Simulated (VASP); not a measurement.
# Ir in VASP: a series of runs

Runs on Ir. Level: PBE. Tasks: single point.

All numbers are computed with VASP 6.6.1; they aren't measurements. Logs are shortened: lines on timing, memory, paths and dates and some standing lists are left out, and cuts for length are marked.

### 1 The cell of the first run

The cell holds a wire with vacuum, 2 atoms: a = 10.100 Å, b = 9.300 Å, c = 4.011 Å, α = 90.00°, β = 90.00°, γ = 90.00°.

### 2 Single point, PBE, collinear spin, ferromagnetic start

File INCAR:

```
SYSTEM = Ir
PREC = Accurate
ENCUT = 520
EDIFF = 1E-6
ISMEAR = 0
SIGMA = 0.05
LREAL = .False.
LASPH = .True.
NELM = 150
ALGO = Normal
ISIF = 2
LWAVE = .False.
LCHARG = .False.
ISPIN = 2
MAGMOM = 1.5 1.5
LORBIT = 11
LMAXMIX = 4
GGA = PE
NBANDS = 20
```

File KPOINTS:

```
Automatic mesh
0
Gamma
  1 1 15
  0 0 0
```

File POSCAR:

```
Ir
1.0
   10.1000000000      0.0000000000      0.0000000000
    0.0000000000      9.3000000000      0.0000000000
    0.0000000000      0.0000000000      4.0108026223
Ir
2
Direct
    0.4470395419      0.5000000000      0.0000000000
    0.5529604581      0.5000000000      0.5000000000
```

Potentials or basis: VASP PAW PBE potentials, release 64 (Ir).

On the command line:

```sh
cat potpaw_PBE.64/Ir/POTCAR > POTCAR
mpirun -np 1 vasp_std > vasp.out
```

OUTCAR:

```text
SYSTEM = Ir
   PREC = Accurate
   ENCUT = 520
   EDIFF = 1E-6
   ISMEAR = 0
   LREAL = .False.
   LASPH = .True.
   NELM = 150
   ISIF = 2
   ISPIN = 2
   LORBIT = 11
   GGA = PE

 ion  position               nearest neighbor table
   1  0.447  0.500  0.000-   2 2.27   2 2.27
   2  0.553  0.500  0.500-   1 2.27   1 2.27

  LATTYP: Found a simple orthorhombic cell.
 ALAT       =     4.0108026223
 B/A-ratio  =     2.3187378876
 C/A-ratio  =     2.5181992113

  Lattice vectors:

 A1 = (   0.0000000000,   0.0000000000,  -4.0108026223)
 A2 = (   0.0000000000,   9.3000000000,   0.0000000000)
 A3 = (  10.1000000000,   0.0000000000,   0.0000000000)

Analysis of symmetry for initial positions (statically):
=====================================================================
 Subroutine PRICEL returns:
 Original cell was already a primitive cell.

 Routine SETGRP: Setting up the symmetry group for a
 simple orthorhombic supercell.

 Subroutine GETGRP returns: Found  8 space group operations
 (whereof  4 operations were pure point group operations)
 out of a pool of  8 trial point group operations.

The static configuration has the point symmetry C_2v.
 The point group associated with its full space group is D_2h.

Analysis of symmetry for dynamics (positions and initial velocities):
=====================================================================
 Subroutine PRICEL returns:
 Original cell was already a primitive cell.

 Routine SETGRP: Setting up the symmetry group for a
 simple orthorhombic supercell.

 Subroutine GETGRP returns: Found  8 space group operations
 (whereof  4 operations were pure point group operations)
 out of a pool of  8 trial point group operations.

The dynamic configuration has the point symmetry C_2v.
 The point group associated with its full space group is D_2h.

Analysis of structural, dynamic, and magnetic symmetry:
=====================================================================
 Subroutine PRICEL returns:
 Original cell was already a primitive cell.

 Routine SETGRP: Setting up the symmetry group for a
 simple orthorhombic supercell.

 Subroutine GETGRP returns: Found  8 space group operations
 (whereof  4 operations were pure point group operations)
 out of a pool of  8 trial point group operations.

The overall configuration has the point symmetry C_2v.
 The point group associated with its full space group is D_2h.

 Subroutine INISYM returns: Found  8 space group operations
 (whereof  4 operations are pure point group operations),
 and found     1 'primitive' translations

----------------------------------------------------------------------------------------

                                     Primitive cell

  volume of cell :     376.7347

  direct lattice vectors                    reciprocal lattice vectors
    10.100000000  0.000000000  0.000000000     0.099009901  0.000000000  0.000000000
     0.000000000  9.300000000  0.000000000     0.000000000  0.107526882  0.000000000
     0.000000000  0.000000000  4.010802622     0.000000000  0.000000000  0.249326655

  length of vectors
    10.100000000  9.300000000  4.010802622     0.099009901  0.107526882  0.249326655

  position of ions in fractional coordinates (direct lattice)
     0.447039542  0.500000000  0.000000000
     0.552960458  0.500000000  0.500000000

  ion indices of the primitive-cell ions
   primitive index   ion index
                 1           1
                 2           2

----------------------------------------------------------------------------------------

 KPOINTS: Automatic mesh

Automatic generation of k-mesh.
 Grid dimensions read from file:
 generate k-points for:    1    1   15

 Generating k-lattice:

  Cartesian coordinates                     Fractional coordinates (reciprocal lattice)
     0.099009901  0.000000000  0.000000000     1.000000000  0.000000000  0.000000000
     0.000000000  0.107526882  0.000000000     0.000000000  1.000000000  0.000000000
     0.000000000  0.000000000  0.016621777     0.000000000  0.000000000  0.066666667

  Length of vectors
     0.099009901  0.107526882  0.016621777

  Shift w.r.t. Gamma in fractional coordinates (k-lattice)
     0.000000000  0.000000000  0.000000000

 Subroutine IBZKPT returns following result:
 ===========================================

 Found      8 irreducible k-points:

 Following reciprocal coordinates:
            Coordinates               Weight
  0.000000  0.000000  0.000000      1.000000
  0.000000  0.000000  0.066667      2.000000
  0.000000  0.000000  0.133333      2.000000
  0.000000  0.000000  0.200000      2.000000
  0.000000  0.000000  0.266667      2.000000
  0.000000  0.000000  0.333333      2.000000
  0.000000  0.000000  0.400000      2.000000
  0.000000  0.000000  0.466667      2.000000
   k-points           NKPTS =      8   k-points in BZ     NKDIM =      8   number of bands    NBANDS=     20
   number of dos      NEDOS =    301   number of ions     NIONS =      2
   total plane-waves  NPLWV = 168000
   dimension x,y,z NGX =    80 NGY =   70 NGZ =   30
   dimension x,y,z NGXF=   160 NGYF=  140 NGZF=   60
   ions per type =               2
   NGX,Y,Z   is equivalent  to a cutoff of  13.17, 12.51, 12.43 a.u.
   NGXF,Y,Z  is equivalent  to a cutoff of  26.34, 25.03, 24.87 a.u.
 SYSTEM =  Ir
   PREC   = accura    normal or accurate (medium, high low for compatibility)
   ISTART =      0    job   : 0-new  1-cont  2-samecut
   ICHARG =      2    charge: 1-file 2-atom 10-const
   ISPIN  =      2    spin polarized calculation?
   LNONCOLLINEAR =      F non collinear calculations
   LSORBIT =      F    spin-orbit coupling
   LASPH  =      T    aspherical Exc in radial PAW
   ENCUT  =  520.0 eV  38.22 Ry    6.18 a.u.  18.78 17.29  7.46*2*pi/ulx,y,z
   NELM   =    150;   NELMIN=  2; NELMDL= -5     # of ELM steps
   EDIFF  = 0.1E-05   stopping-criterion for ELM
   LREAL  =      F    real-space projection
   EDIFFG = 0.1E-04   stopping-criterion for IOM
   NSW    =      0    number of steps for IOM
   IBRION =     -1    ionic relax: 0-MD 1-quasi-New 2-CG
   NFREE  =      0    steps in history (QN), initial steepest desc. (CG)
   ISIF   =      2    stress and relaxation
   ISYM   =      2    0-nonsym 1-usesym 2-fastsym
   POTIM  = 0.5000    time-step for ionic-motion
   TEBEG  =    0.0;   TEEND  =   0.0 temperature during run
   PSTRESS=    0.0 pullay stress
   NELECT =      18.0000    total number of electrons
   NUPDOWN=      -1.0000    fix difference up-down
   EMIN   =  10.00;   EMAX   =-10.00  energy-range for DOS
   EFERMI =   0.00;   METHOD = LEGACY
   ISMEAR =     0;   SIGMA  =   0.05  broadening in eV -4-tet -1-fermi 0-gaus
   EFERMI_NEDOS =   21; number of points for ismear=-14 and -15
   IALGO  =     38    algorithm
   IMIX   =      4    mixing-type and parameters
     AMIX     =   0.40;   BMIX     =  1.00
     AMIX_MAG =   1.60;   BMIX_MAG =  1.00
  volume/ion in A,a.u.               =     188.37      1271.17
  Fermi-wavevector in a.u.,A,eV,Ry     =   0.594047  1.122585  4.801377  0.352891
  Thomas-Fermi vector in A             =   1.643479
   LORBIT       =     11    0 simple, 1 ext, 2 COOP (PROOUT), +10 PAW based schemes
   GGA     = PE    functional components
   LHFCALC =     F    Hartree Fock is set to
   AEXX    =    0.0000 exact exchange contribution
   IVDW    =     0    specifies the selected vdW correction
   LEPSILON=     F    determine dielectric tensor
   LRPA    =     F    only Hartree local field effects (RPA)
 spin polarized calculation
 Gauss-broadening in eV      SIGMA  =   0.05
  energy-cutoff  :      520.00
  volume of cell :      376.73
 maximum number of plane-waves:     10185
 NGX is ok and might be reduce to    80
   NGX = 37   NGY = 35   NGZ = 15

 number of electron      18.0000003 magnetization       0.5372128

 Free energy of the ion-electron system (eV)
  ---------------------------------------------------
  ext. energy  EPLUGINS =         0.00000000
  ---------------------------------------------------
  free energy    TOTEN  =       -11.37871500 eV

  energy without entropy =      -11.37531284  energy(sigma->0) =      -11.37701392

 E-fermi :  -3.8893     XC(G=0):  -2.4845

 val. band max:       -3.8905558662   @ k =   0.0000   0.0000   0.4667
 cond. band min:      -3.8382021874   @ k =   0.0000   0.0000   0.2000
 fundamental gap:      0.0523536788
 Fermi energy:        -3.8892657818

 spin component 1

 k-point     1 :       0.0000    0.0000    0.0000
  band No.  band energies     occupation
      1      -9.4559      1.00000
      2      -7.8483      1.00000
      3      -7.5198      1.00000
      4      -7.3032      1.00000
      5      -6.2437      1.00000
      6      -5.5624      1.00000
[... 12 lines left out ...]
     19       2.9056      0.00000
     20       3.4657      0.00000
[... 139 lines left out ...]
 k-point     8 :       0.0000    0.0000    0.4667
  band No.  band energies     occupation
      1      -9.2378      1.00000
      2      -9.2322      1.00000
      3      -7.3307      1.00000
      4      -7.1129      1.00000
      5      -5.6514      1.00000
      6      -5.4687      1.00000
[... 12 lines left out ...]
     19       3.5411      0.00000
     20       4.0832      0.00000
 Fermi energy:        -3.8892657818

 spin component 2

 k-point     1 :       0.0000    0.0000    0.0000
  band No.  band energies     occupation
      1      -9.3915      1.00000
      2      -7.7482      1.00000
      3      -7.4611      1.00000
      4      -7.2306      1.00000
      5      -5.9093      1.00000
      6      -5.4313      1.00000
[... 12 lines left out ...]
     19       2.9417      0.00000
     20       3.4936      0.00000
[... 139 lines left out ...]
 k-point     8 :       0.0000    0.0000    0.4667
  band No.  band energies     occupation
      1      -9.1640      1.00000
      2      -9.1556      1.00000
      3      -7.2259      1.00000
      4      -7.0062      1.00000
      5      -5.5671      1.00000
      6      -5.3497      1.00000
[... 12 lines left out ...]
     19       3.5506      0.00000
     20       4.0952      0.00000

------------------------ aborting loop because EDIFF is reached ----------------------------------------

  FORCE on cell =-STRESS in cart. coord.  units (eV):
  Direction    XX          YY          ZZ          XY          YZ          ZX
  --------------------------------------------------------------------------------------
  -------------------------------------------------------------------------------------
  Total       -0.0096825     -0.0303693     -0.4301558      0.0000000      0.0000000      0.0000000
  in kB       -0.0411779     -0.1291545     -1.8293665      0.0000000      0.0000000      0.0000000
  external PRESSURE =      -0.6665663 kB  Pullay stress =       0.0000000 kB

 VOLUME and BASIS-vectors are now :
 -----------------------------------------------------------------------------
  energy-cutoff  :      520.00
  volume of cell :      376.73
      direct lattice vectors                 reciprocal lattice vectors
    10.100000000  0.000000000  0.000000000     0.099009901  0.000000000  0.000000000
     0.000000000  9.300000000  0.000000000     0.000000000  0.107526882  0.000000000
     0.000000000  0.000000000  4.010802622     0.000000000  0.000000000  0.249326655

 POSITION                                       TOTAL-FORCE (eV/Angst)
 -----------------------------------------------------------------------------------
      4.51510      4.65000      0.00000        -0.013876      0.000000      0.000000
      5.58490      4.65000      2.00540         0.013876      0.000000      0.000000
 -----------------------------------------------------------------------------------
    total drift:                                0.000000      0.000000     -0.000000

  FREE ENERGIE OF THE ION-ELECTRON SYSTEM (eV)
  ---------------------------------------------------
  free  energy   TOTEN  =       -11.3787150009 eV

  energy  without entropy=      -11.3753128400  energy(sigma->0) =      -11.37701392

 total charge

# of ion       s       p       d       tot
------------------------------------------
    1        0.855   0.292   6.997   8.144
    2        0.855   0.292   6.997   8.144
--------------------------------------------------
tot          1.710   0.583  13.994  16.287

 magnetization (x)

# of ion       s       p       d       tot
------------------------------------------
    1        0.021  -0.001   0.224   0.245
    2        0.021  -0.001   0.224   0.245
--------------------------------------------------
tot          0.043  -0.001   0.447   0.489
```

Run time: 2.6 min. Hardware: 1 thread of Intel Xeon 6975P-C (Granite Rapids), shared host; peak memory 0.57 GiB.

What came out:

- Free energy: -11.3787 eV
- Largest force: 0.014 eV/Å
- Net moment: 0.54 μB per cell
- Site moments: Ir +0.24 μB
- Valence electrons inside the program's atomic spheres: Ir 8.14

Forces on the atoms (eV/Å):
```
Ir  -0.014  0.000  0.000
Ir   0.014  0.000  0.000
```

Caveat: spin-orbit coupling is left out, which moves the levels of the heavy elements.

### 3 Single point, PBE, collinear spin, ferromagnetic start

This run uses another cell than the first one, of 208.24 Å³/atom, 1.105 times its volume.

File INCAR:

```
SYSTEM = Ir
PREC     = Accurate       ! precision mode
ENCUT    = 520            ! plane-wave cutoff, eV
EDIFF    = 1E-6           ! SCF threshold, eV
ISMEAR   = 0              ! smearing method
SIGMA    = 0.05           ! smearing width, eV
LREAL    = .FALSE.        ! projectors in reciprocal space
LASPH    = .TRUE.         ! aspherical terms in the spheres
NELM     = 150            ! most SCF steps
ALGO     = Normal         ! electronic algorithm
ISIF     = 2              ! what is computed and relaxed
LWAVE    = .FALSE.        ! write WAVECAR
LCHARG   = .TRUE.         ! write CHGCAR
ISPIN    = 2              ! spin polarisation
MAGMOM   = 1.5 1.5        ! initial moments
LORBIT   = 11             ! projections on sites
LMAXMIX  = 4              ! l up to which the mixer works
GGA      = PE             ! functional
LELF     = .TRUE.         ! ELF
LVHAR    = .TRUE.       
NBANDS   = 20             ! bands
```

File KPOINTS:

```
Automatic mesh
0
G
  1 1 15
  0 0 0
```

File POSCAR:

```
Ir
1.0
   10.1000000000      0.0000000000      0.0000000000
    0.0000000000      9.3000000000      0.0000000000
    0.0000000000      0.0000000000      4.4338924117
Ir
2
Direct
    0.4451250939      0.5000000000      0.0000000000
    0.5548749061      0.5000000000      0.5000000000
```

Potentials or basis: VASP PAW PBE potentials, release 64 (Ir).

On the command line:

```sh
cat potpaw_PBE.64/Ir/POTCAR > POTCAR
mpirun -np 1 vasp_std > vasp.out
```

It took 2.8 min on 1 thread of Intel Xeon 6975P-C (Granite Rapids), shared host; peak memory 0.65 GiB.

It converged, with:

* Free energy: -10.5484 eV
* Largest force: 2.456 eV/Å
* Net moment: 1.28 μB per cell
* Site moments: Ir +0.58 μB
* Valence electrons inside the program's atomic spheres: Ir 7.78

Forces on the atoms (eV/Å):
```
Ir   2.456  0.000  0.000
Ir  -2.456  0.000  0.000
```

Levels at points of the mesh, in eV from the Fermi level:
Spin up:
| k point | band 8 | band 9 | band 10 | band 11 | band 12 | band 13 |
| --- | --- | --- | --- | --- | --- | --- |
| (0.00, 0.00, 0.00) | -1.00 | -0.56 | -0.44 | 0.31 | 1.86 | 2.98 |
Spin down:
```tsv
k point	band 6	band 7	band 8	band 9	band 10	band 11
(0.00, 0.00, 0.00)	-0.78	-0.77	-0.67	-0.27	0.31	0.68
```

Caveat: spin-orbit coupling is left out, which moves the levels of the heavy elements.

### 4 Single point, PBE, collinear spin, ferromagnetic start

This run uses another cell than the first one, of 129.64 Å³/atom, 0.688 times its volume.

File INCAR:

```
SYSTEM = Ir
ALGO = Normal
EDIFF = 1E-6
ENCUT = 520
GGA = PE
ISIF = 2
ISMEAR = 0
ISPIN = 2
LASPH = .True.
LCHARG = .True.
LELF = .True.
LMAXMIX = 4
LORBIT = 11
LREAL = .False.
LVHAR = .True.
LWAVE = .False.
MAGMOM = 1.5 1.5
NBANDS = 20
NELM = 150
PREC = Accurate
SIGMA = 0.05
```

File KPOINTS:

```
k-points
0
Gamma
  1 1 25
  0 0 0
```

File POSCAR:

```
Ir
1.0
   11.2000000000      0.0000000000      0.0000000000
    0.0000000000      9.3000000000      0.0000000000
    0.0000000000      0.0000000000      2.4891994824
Ir
2
Direct
    0.4026458131      0.5000000000      0.0000000000
    0.5973541869      0.5000000000      0.5000000000
```

On the command line:

```sh
cat potpaw_PBE.64/Ir/POTCAR > POTCAR
mpirun -np 1 vasp_std > vasp.out
```

Wall time 2.3 min (1 thread of Intel Xeon 6975P-C (Granite Rapids), shared host); peak memory 0.46 GiB.

Results (log left out):

```
Free energy                                           : -11.7788 eV
Largest force                                         : 0.082 eV/Å
Net moment                                            : 2.37 μB per cell
Site moments                                          : Ir +1.04 μB
Valence electrons inside the program's atomic spheres : Ir 8.09
```

Forces in eV/Å, atoms in the order of the input:
```
Ir  -0.082  0.000  0.000
Ir   0.082  0.000  0.000
```

Levels at points of the mesh, in eV from the Fermi level:
Spin up:
```csv
k point,band 6,band 7,band 8,band 9,band 10,band 11,band 12,band 13,band 14,band 15
"(0.00, 0.00, 0.00)",-1.44,-1.30,-1.00,-0.81,0.34,0.92,1.61,1.97,2.34,4.96
```
Spin down:
```tsv
k point	band 6	band 7	band 8	band 9	band 10	band 11
(0.00, 0.00, 0.00)	-0.89	-0.59	-0.13	0.05	0.92	1.51
```

Caveat: spin-orbit coupling is left out, which moves the levels of the heavy elements.

### 5 Summary

| cell | k mesh | gap on the mesh (eV) | moment (μB) | largest force (eV/Å) |
| --- | --- | --- | --- | --- |
| a = 10.100, b = 9.300, c = 4.011 Å, 2 atoms | 1 × 1 × 15 | none | 0.54 | 0.01 |
| a = 10.100, b = 9.300, c = 4.434 Å, 2 atoms | 1 × 1 × 15 | none | 1.28 | 2.46 |
| a = 11.200, b = 9.300, c = 2.489 Å, 2 atoms | 1 × 1 × 25 | none | 2.37 | 0.08 |

Alike in all rows: task single point; level PBE; potentials or basis VASP PAW PBE potentials, release 64 (Ir); spin collinear, ferromagnetic start; cutoff (eV) 520; smearing gaussian 0.05 eV.

Caveats: spin-orbit coupling is left out, which moves the levels of the heavy elements.

Absolute energies hang on the potentials; compare differences alone.
